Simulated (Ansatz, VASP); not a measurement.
**Two plane-wave programs on LiF**

```
Li F
1.0
     0.00000    2.09700    2.09700
     2.09700    0.00000    2.09700
     2.09700    2.09700    0.00000
Li F
1 1
Direct
  0.00000 0.00000 0.00000
  0.25000 0.25000 0.25000
```

Change from the starting cell: hydrostatic strain -2.2%.

Alike in both runs: task single point; functional PBE; k mesh 10 × 10 × 10; occupations fermi-dirac, width 0.02 eV; no spin polarisation.

```csv
,VASP,Ansatz
version,VASP 6.6.1,Ansatz 0.2.0
potentials or method,"VASP PAW PBE potentials, release 64 (Li_sv, F)","plane waves, PAW"
plane-wave cutoff (eV),520,420
valence electrons in the cell,10,10
```

Ansatz gave:

* gap on the k mesh at the Fermi level (eV): 8.32

Estimate VASP's values.

gap on the k mesh at the Fermi level (eV): 8.30.

Noted on VASP's run: the cutoff is short for stress, so the pressure is rough.
